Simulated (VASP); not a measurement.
# NaAg (NaTl type) (Fd-3m) in VASP: further runs

NaAg (NaTl type) is run at these levels: PBEsol; tasks: electric field gradients, single point.

Program: VASP 6.6.1. These are calculated values, not measurements. Logs are shortened: lines on timing, memory, paths and dates and some standing lists are left out, and cuts for length are marked.

### 1 The cell of the first run

The structure is cubic, space group Fd-3m (No. 227). Conventional cell: a = 6.883 Å, b = 6.883 Å, c = 6.883 Å, α = 90.00°, β = 90.00°, γ = 90.00°. Within 3.9 Å of Na (site symmetry -43m) lie 4 Na at 2.98 Å and 10 Ag at 2.98 to 3.44 Å. Within 3.9 Å of Ag (site symmetry -43m) lie 10 Na at 2.98 to 3.44 Å and 4 Ag at 2.98 Å.

### 2 Electric field gradients, PBEsol

Contents of INCAR:

```
SYSTEM = NaAg
ALGO     = Normal         ! electronic algorithm
EDIFF    = 1E-8           ! SCF threshold, eV
ENCUT    = 520            ! plane-wave cutoff, eV
GGA      = PS             ! functional
ISIF     = 2              ! what is computed and relaxed
ISMEAR   = -1             ! smearing method
LASPH    = .TRUE.         ! aspherical terms in the spheres
LCHARG   = .FALSE.        ! write CHGCAR
LEFG     = .TRUE.       
LREAL    = .FALSE.        ! projectors in reciprocal space
LWAVE    = .FALSE.        ! write WAVECAR
NBANDS   = 26             ! bands
NELM     = 80             ! most SCF steps
PREC     = Accurate       ! precision mode
SIGMA    = 0.05           ! smearing width, eV
```

Contents of KPOINTS:

```
k-points
0
G
  9 9 9
  0 0 0
```

Contents of POSCAR:

```
NaAg
1.0
    0.0000000000      3.4413336844      3.4413336844
    3.4413336844      0.0000000000      3.4413336844
    3.4413336844      3.4413336844      0.0000000000
Na Ag
2 2
Direct
    0.1250000000      0.1250000000      0.1250000000
   -0.1250000000     -0.1250000000     -0.1250000000
    0.3750000000      0.3750000000      0.3750000000
   -0.3750000000     -0.3750000000     -0.3750000000
```

Potentials or basis: VASP PAW PBE potentials, release 64 (Na_pv, Ag).

On the command line:

```bash
$ cat potpaw_PBE.64/Na_pv/POTCAR potpaw_PBE.64/Ag/POTCAR > POTCAR
$ mpirun -np 1 vasp_std > vasp.out
```

OUTCAR:

```text
SYSTEM = NaAg
   EDIFF = 1E-8
   ENCUT = 520
   GGA = PS
   ISIF = 2
   ISMEAR = -1
   LASPH = .TRUE.
   LREAL = .FALSE.
   NELM = 80
   PREC = Accurate

 ion  position               nearest neighbor table
   1  0.125  0.125  0.125-   3 2.98   3 2.98   3 2.98   3 2.98
   2  0.875  0.875  0.875-   4 2.98   4 2.98   4 2.98   4 2.98
   3  0.375  0.375  0.375-   1 2.98   1 2.98   1 2.98   1 2.98   4 2.98   4 2.98   4 2.98   4 2.98

   4  0.625  0.625  0.625-   3 2.98   3 2.98   3 2.98   2 2.98   3 2.98   2 2.98   2 2.98   2 2.98

  LATTYP: Found a face centered cubic cell.
 ALAT       =     6.8826673688

  Lattice vectors:

 A1 = (   0.0000000000,   3.4413336844,   3.4413336844)
 A2 = (   3.4413336844,   0.0000000000,   3.4413336844)
 A3 = (   3.4413336844,   3.4413336844,   0.0000000000)

Analysis of symmetry for initial positions (statically):
=====================================================================
 Subroutine PRICEL returns:
 Original cell was already a primitive cell.

 Routine SETGRP: Setting up the symmetry group for a
 face centered cubic supercell.

 Subroutine GETGRP returns: Found 48 space group operations
 (whereof 12 operations were pure point group operations)
 out of a pool of 48 trial point group operations.

The static configuration has the point symmetry D_3d.
 The point group associated with its full space group is O_h .

Analysis of symmetry for dynamics (positions and initial velocities):
=====================================================================
 Subroutine PRICEL returns:
 Original cell was already a primitive cell.

 Routine SETGRP: Setting up the symmetry group for a
 face centered cubic supercell.

 Subroutine GETGRP returns: Found 48 space group operations
 (whereof 12 operations were pure point group operations)
 out of a pool of 48 trial point group operations.

The dynamic configuration has the point symmetry D_3d.
 The point group associated with its full space group is O_h .

 Subroutine INISYM returns: Found 48 space group operations
 (whereof 12 operations are pure point group operations),
 and found     1 'primitive' translations

----------------------------------------------------------------------------------------

                                     Primitive cell

  volume of cell :      81.5099

  direct lattice vectors                    reciprocal lattice vectors
     0.000000000  3.441333684  3.441333684    -0.145292507  0.145292507  0.145292507
     3.441333684  0.000000000  3.441333684     0.145292507 -0.145292507  0.145292507
     3.441333684  3.441333684  0.000000000     0.145292507  0.145292507 -0.145292507

  length of vectors
     4.866780769  4.866780769  4.866780769     0.251654005  0.251654005  0.251654005

  position of ions in fractional coordinates (direct lattice)
     0.125000000  0.125000000  0.125000000
     0.875000000  0.875000000  0.875000000
     0.375000000  0.375000000  0.375000000
     0.625000000  0.625000000  0.625000000

  ion indices of the primitive-cell ions
   primitive index   ion index
                 1           1
                 2           2
                 3           3
                 4           4

----------------------------------------------------------------------------------------

 KPOINTS: k-points

Automatic generation of k-mesh.
 Grid dimensions read from file:
 generate k-points for:    9    9    9

 Generating k-lattice:

  Cartesian coordinates                     Fractional coordinates (reciprocal lattice)
    -0.016143612  0.016143612  0.016143612     0.111111111  0.000000000  0.000000000
     0.016143612 -0.016143612  0.016143612     0.000000000  0.111111111  0.000000000
     0.016143612  0.016143612 -0.016143612     0.000000000  0.000000000  0.111111111

  Length of vectors
     0.027961556  0.027961556  0.027961556

[... 39 lines left out ...]
   dimension x,y,z NGXF=    72 NGYF=   72 NGZF=   72
   ions per type =               2   2
   NGX,Y,Z   is equivalent  to a cutoff of  12.30, 12.30, 12.30 a.u.
   NGXF,Y,Z  is equivalent  to a cutoff of  24.59, 24.59, 24.59 a.u.
 SYSTEM =  NaAg
   PREC   = accura    normal or accurate (medium, high low for compatibility)
   ISTART =      0    job   : 0-new  1-cont  2-samecut
   ICHARG =      2    charge: 1-file 2-atom 10-const
   ISPIN  =      1    spin polarized calculation?
   LNONCOLLINEAR =      F non collinear calculations
   LSORBIT =      F    spin-orbit coupling
   LASPH  =      T    aspherical Exc in radial PAW
   ENCUT  =  520.0 eV  38.22 Ry    6.18 a.u.   9.05  9.05  9.05*2*pi/ulx,y,z
   NELM   =     80;   NELMIN=  2; NELMDL= -5     # of ELM steps
   EDIFF  = 0.1E-07   stopping-criterion for ELM
   LREAL  =      F    real-space projection
   EDIFFG = 0.1E-06   stopping-criterion for IOM
   NSW    =      0    number of steps for IOM
   IBRION =     -1    ionic relax: 0-MD 1-quasi-New 2-CG
   NFREE  =      0    steps in history (QN), initial steepest desc. (CG)
   ISIF   =      2    stress and relaxation
   ISYM   =      2    0-nonsym 1-usesym 2-fastsym
   POTIM  = 0.5000    time-step for ionic-motion
   TEBEG  =    0.0;   TEEND  =   0.0 temperature during run
   PSTRESS=    0.0 pullay stress
   NELECT =      36.0000    total number of electrons
   NUPDOWN=      -1.0000    fix difference up-down
   EMIN   =  10.00;   EMAX   =-10.00  energy-range for DOS
   EFERMI =   0.00;   METHOD = LEGACY
   ISMEAR =    -1;   SIGMA  =   0.05  broadening in eV -4-tet -1-fermi 0-gaus
   EFERMI_NEDOS =   21; number of points for ismear=-14 and -15
   IALGO  =     38    algorithm
   IMIX   =      4    mixing-type and parameters
     AMIX     =   0.40;   BMIX     =  1.00
     AMIX_MAG =   1.60;   BMIX_MAG =  1.00
  volume/ion in A,a.u.               =      20.38       137.51
  Fermi-wavevector in a.u.,A,eV,Ry     =   1.246729  2.355977 21.148002  1.554334
  Thomas-Fermi vector in A             =   2.380894
   LORBIT       =      0    0 simple, 1 ext, 2 COOP (PROOUT), +10 PAW based schemes
   GGA     = PS    functional components
   LHFCALC =     F    Hartree Fock is set to
   AEXX    =    0.0000 exact exchange contribution
   IVDW    =     0    specifies the selected vdW correction
   LEPSILON=     F    determine dielectric tensor
   LRPA    =     F    only Hartree local field effects (RPA)
 non-spin polarized calculation
  energy-cutoff  :      520.00
  volume of cell :       81.51
 maximum number of plane-waves:      2218
   NGX = 19   NGY = 19   NGZ = 19

 number of electron      35.9999998 magnetization

 Free energy of the ion-electron system (eV)
  ---------------------------------------------------
  ext. energy  EPLUGINS =         0.00000000
  ---------------------------------------------------
  free energy    TOTEN  =        -9.25294597 eV

  energy without entropy =       -9.24601977  energy(sigma->0) =       -9.24948287

 E-fermi :   4.2112     XC(G=0):  -9.8108

 val. band max:        4.2082488257   @ k =  -0.2222   0.2222   0.0000
 cond. band min:       4.3641158601   @ k =  -0.4444   0.3333   0.1111
 fundamental gap:      0.1558670344
 Fermi energy:         4.2112030388

 k-point     1 :       0.0000    0.0000    0.0000
  band No.  band energies     occupation
      1     -19.9626      2.00000
      2     -19.9626      2.00000
      3     -19.9626      2.00000
      4     -19.8819      2.00000
      5     -19.8819      2.00000
      6     -19.8819      2.00000
[... 685 lines left out ...]
     25      14.6880      0.00000
     26      15.1580      0.00000

 [... further k-points ...]

------------------------ aborting loop because EDIFF is reached ----------------------------------------

  FORCE on cell =-STRESS in cart. coord.  units (eV):
  Direction    XX          YY          ZZ          XY          YZ          ZX
  --------------------------------------------------------------------------------------
  -------------------------------------------------------------------------------------
  Total        0.0011819      0.0011819      0.0011819      0.0000000      0.0000000     -0.0000000
  in kB        0.0232314      0.0232314      0.0232314      0.0000000      0.0000000     -0.0000000
  external PRESSURE =       0.0232314 kB  Pullay stress =       0.0000000 kB

 VOLUME and BASIS-vectors are now :
 -----------------------------------------------------------------------------
  energy-cutoff  :      520.00
  volume of cell :       81.51
      direct lattice vectors                 reciprocal lattice vectors
     0.000000000  3.441333684  3.441333684    -0.145292507  0.145292507  0.145292507
     3.441333684  0.000000000  3.441333684     0.145292507 -0.145292507  0.145292507
     3.441333684  3.441333684  0.000000000     0.145292507  0.145292507 -0.145292507

 POSITION                                       TOTAL-FORCE (eV/Angst)
 -----------------------------------------------------------------------------------
      0.86033      0.86033      0.86033         0.000000     -0.000000     -0.000000
      6.02233      6.02233      6.02233        -0.000000      0.000000      0.000000
      2.58100      2.58100      2.58100         0.000000     -0.000000     -0.000000
      4.30167      4.30167      4.30167         0.000000     -0.000000     -0.000000
 -----------------------------------------------------------------------------------
    total drift:                               -0.000000      0.000000      0.000000

  FREE ENERGIE OF THE ION-ELECTRON SYSTEM (eV)
  ---------------------------------------------------
  free  energy   TOTEN  =        -9.2529459744 eV

  energy  without entropy=       -9.2460197746  energy(sigma->0) =       -9.24948287

 Electric field gradients (V/A^2)
---------------------------------------------------------------------
 ion       V_xx      V_yy      V_zz      V_xy      V_xz      V_yz
---------------------------------------------------------------------
   1      -0.000     0.000    -0.000    -0.004    -0.004    -0.004
   2      -0.000     0.000    -0.000    -0.004    -0.004    -0.004
   3      -0.000     0.000    -0.000     0.002     0.002     0.002
   4      -0.000     0.000    -0.000     0.002     0.002     0.002
---------------------------------------------------------------------

 Electric field gradients after diagonalization (V/A^2)
 (convention: |V_zz| > |V_xx| > |V_yy|)
----------------------------------------------------------------------
 ion       V_xx      V_yy      V_zz     asymmetry (V_yy - V_xx)/ V_zz
----------------------------------------------------------------------
   1       0.004     0.004    -0.008       0.000
   2       0.004     0.004    -0.008       0.000
   3      -0.002    -0.002     0.003       0.000
   4      -0.002    -0.002     0.003       0.000
----------------------------------------------------------------------

           NMR quadrupolar parameters

 Cq : quadrupolar parameter    Cq=e*Q*V_zz/h
 eta: asymmetry parameters     (V_yy - V_xx)/ V_zz
 Q  : nuclear electric quadrupole moment in mb (millibarn)
----------------------------------------------------------------------
 ion       Cq(MHz)       eta       Q (mb)
----------------------------------------------------------------------
   1      -0.000       0.000       1.000
   2      -0.000       0.000       1.000
   3       0.000       0.000       1.000
   4       0.000       0.000       1.000
----------------------------------------------------------------------
```

It took 28 s on 1 thread of Intel Xeon 6975P-C (Granite Rapids), shared host; peak memory 0.23 GiB.

What came out:

| Quantity | Value |
| --- | --- |
| Free energy | -9.2529 eV |
| Pressure | 0.0 GPa |
| Band gap on the k mesh | zero (bands 18 and 19 overlap by 5.12 eV) |
| Largest electric field gradient by atom | under 0.05 V/Å² on every atom |

Levels at points of the mesh, in eV from the Fermi level:
```csv
k point,band 16,band 17,band 18,band 19,band 20,band 21
"(0.00, 0.00, 0.00)",-3.71,-3.71,4.45,4.45,4.45,4.87
```

Caveat: the PAW data sets were made with another functional, which shifts forces and pressure a little.

### 3 Single point, PBEsol

POSCAR is that of step 2.

Contents of INCAR.step1:

```
PREC     = Accurate       # precision mode
ENCUT    = 520            # plane-wave cutoff, eV
EDIFF    = 1E-6           # SCF threshold, eV
ISMEAR   = -1             # smearing method
SIGMA    = 0.05           # smearing width, eV
LREAL    = F              # projectors in reciprocal space
LASPH    = T              # aspherical terms in the spheres
NELM     = 80             # most SCF steps
ALGO     = Normal         # electronic algorithm
ISIF     = 2              # what is computed and relaxed
LWAVE    = F              # write WAVECAR
LCHARG   = T              # write CHGCAR
LMAXMIX  = 4              # l up to which the mixer works
GGA      = PS             # functional
NBANDS   = 26             # bands
```

Contents of KPOINTS.step1:

```
regular mesh
0
Gamma
  9 9 9
```

Contents of INCAR.step2:

```
PREC     = Accurate       # precision mode
ENCUT    = 520            # plane-wave cutoff, eV
EDIFF    = 1E-6           # SCF threshold, eV
ISMEAR   = -5             # smearing method
SIGMA    = 0.05           # smearing width, eV
LREAL    = F              # projectors in reciprocal space
LASPH    = T              # aspherical terms in the spheres
NELM     = 80             # most SCF steps
ALGO     = Normal         # electronic algorithm
ISIF     = 2              # what is computed and relaxed
LWAVE    = F              # write WAVECAR
LCHARG   = F              # write CHGCAR
LMAXMIX  = 4              # l up to which the mixer works
GGA      = PS             # functional
LORBIT   = 11             # projections on sites
NBANDS   = 26             # bands
NEDOS    = 1001           # points of the DOS
ICHARG   = 11             # starting density
```

Contents of KPOINTS.step2:

```
regular mesh
0
Gamma
  14 14 14
```

Potentials or basis: VASP PAW PBE potentials, release 64 (Na_pv, Ag).

On the command line:

```bash
$ cat potpaw_PBE.64/Na_pv/POTCAR potpaw_PBE.64/Ag/POTCAR > POTCAR
$ cp INCAR.step1 INCAR
$ cp KPOINTS.step1 KPOINTS
$ mpirun -np 1 vasp_std > vasp.out
$ cp INCAR.step2 INCAR
$ cp KPOINTS.step2 KPOINTS
$ mpirun -np 1 vasp_std > vasp.out
```

It took 73 s on 1 thread of Intel Xeon 6975P-C (Granite Rapids), shared host; peak memory 0.32 GiB.

Results (log left out):

```yaml
Valence_electrons_inside_the_program's_atomic_spheres: Na 6.09; Ag 9.83
```

Levels at points of the mesh, in eV from the Fermi level:
| k point | band 14 | band 15 | band 16 | band 17 | band 18 | band 19 | band 20 | band 21 | band 22 | band 23 |
| --- | --- | --- | --- | --- | --- | --- | --- | --- | --- | --- |
| (0.00, 0.00, 0.00) | -4.15 | -4.15 | -3.74 | -3.74 | 4.42 | 4.42 | 4.42 | 4.84 | 4.84 | 4.84 |
| (0.50, 0.00, 0.00) | -4.02 | -3.80 | -3.80 | -2.79 | -2.60 | 2.66 | 2.66 | 4.71 | 5.13 | 5.13 |
| (0.50, 0.50, 0.00) | -4.30 | -3.74 | -3.74 | -2.07 | -2.07 | 0.71 | 0.71 | 3.29 | 3.29 | 10.37 |

Caveat: the PAW data sets were made with another functional, which shifts forces and pressure a little.

The gap in the log of VASP goes by the Fermi energy; the results here count the filled bands.